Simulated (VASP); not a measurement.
Here is a VASP 6.6.1 calculation.

Contents of POSCAR:

```
BaTiO3
1.0
    3.6529885986      0.0000000000      0.0000000000
    0.0000000000      2.5830530097      2.5830530097
    0.0000000000     -2.5830530097      2.5830530097
Ba Ti O
1 1 3
Direct
    0.0000000000     -0.0040200000     -0.0040200000
    0.5000000000      0.4959800000      0.4959800000
    0.5000000000      0.9959800000      0.4959800000
    0.5000000000      0.4959800000      0.9959800000
    0.0000000000      0.4959800000      0.4959800000
```

The input INCAR.step1:

```
SYSTEM = BaTiO3
PREC     = Accurate       ! precision mode
ENCUT    = 910            ! plane-wave cutoff, eV
ISMEAR   = 0              ! smearing method
SIGMA    = 0.02           ! smearing width, eV
LREAL    = .FALSE.        ! projectors in reciprocal space
LASPH    = .TRUE.         ! aspherical terms in the spheres
NELM     = 200            ! most SCF steps
LMAXMIX  = 4              ! l up to which the mixer works
LDAU     = .TRUE.         ! DFT+U
LDAUTYPE = 2            
LDAUL    = -1 2 -1        ! shell
LDAUU    = 0 4 0          ! U, eV
LDAUJ    = 0 0 0        
NBANDS   = 28             ! bands
GGA      = PE             ! functional
ALGO     = Normal         ! electronic algorithm
EDIFF    = 1E-5           ! SCF threshold, eV
LWAVE    = .TRUE.         ! write WAVECAR
LCHARG   = .FALSE.        ! write CHGCAR
GGA_COMPAT= .FALSE.
```

The input INCAR.step2:

```
SYSTEM = BaTiO3
PREC     = Accurate       ! precision mode
ENCUT    = 910            ! plane-wave cutoff, eV
EDIFF    = 1E-6           ! SCF threshold, eV
ISMEAR   = 0              ! smearing method
SIGMA    = 0.02           ! smearing width, eV
LREAL    = .FALSE.        ! projectors in reciprocal space
LASPH    = .TRUE.         ! aspherical terms in the spheres
NELM     = 200            ! most SCF steps
ALGO     = Normal         ! electronic algorithm
ISIF     = 2              ! what is computed and relaxed
LWAVE    = .FALSE.        ! write WAVECAR
LCHARG   = .TRUE.         ! write CHGCAR
LMAXMIX  = 4              ! l up to which the mixer works
LDAU     = .TRUE.         ! DFT+U
LDAUTYPE = 2            
LDAUL    = -1 2 -1        ! shell
LDAUU    = 0 4 0          ! U, eV
LDAUJ    = 0 0 0        
LDAUPRINT= 1            
METAGGA  = R2SCAN         ! meta-GGA
LMIXTAU  = .TRUE.       
LELF     = .TRUE.         ! ELF
LVHAR    = .TRUE.       
NBANDS   = 28             ! bands
ISTART   = 1            
GGA_COMPAT= .FALSE.
```

Contents of KPOINTS:

```
Automatic mesh
0
G
  6 6 6
  0 0 0
```

Potentials or basis: VASP PAW PBE potentials, release 64 (Ba_sv, Ti_sv, O_h).

Command:

```bash
$ cat potpaw_PBE.64/Ba_sv/POTCAR potpaw_PBE.64/Ti_sv/POTCAR potpaw_PBE.64/O_h/POTCAR > POTCAR
$ cp INCAR.step1 INCAR
$ mpirun -np 1 vasp_std > vasp.out
$ cp INCAR.step2 INCAR
$ mpirun -np 1 vasp_std > vasp.out
```

Problem. Predict the pressure.

Solution. 99.3 GPa.

Problem. What does it give for the band gap on the k mesh?

Solution. 3.09 eV.

Eigenvalues of the final occupation matrices:
| site | spin | trace | eigenvalues |
| --- | --- | --- | --- |
| site 2 d | 1 | 0.97 | 0.12 0.12 0.12 0.31 0.31 |
| site 2 d | 2 | 0.97 | 0.12 0.12 0.12 0.31 0.31 |

Caveat: the cutoff is under 1.25 times the usual one of these potentials, so pressure, stress and relaxed cells hold a basis-set (Pulay) error; the cell stands under pressure; the PAW data sets were made with another functional, which shifts forces and pressure a little; spin-orbit coupling is left out, which moves the levels of the heavy elements. A k mesh can miss the band edges.
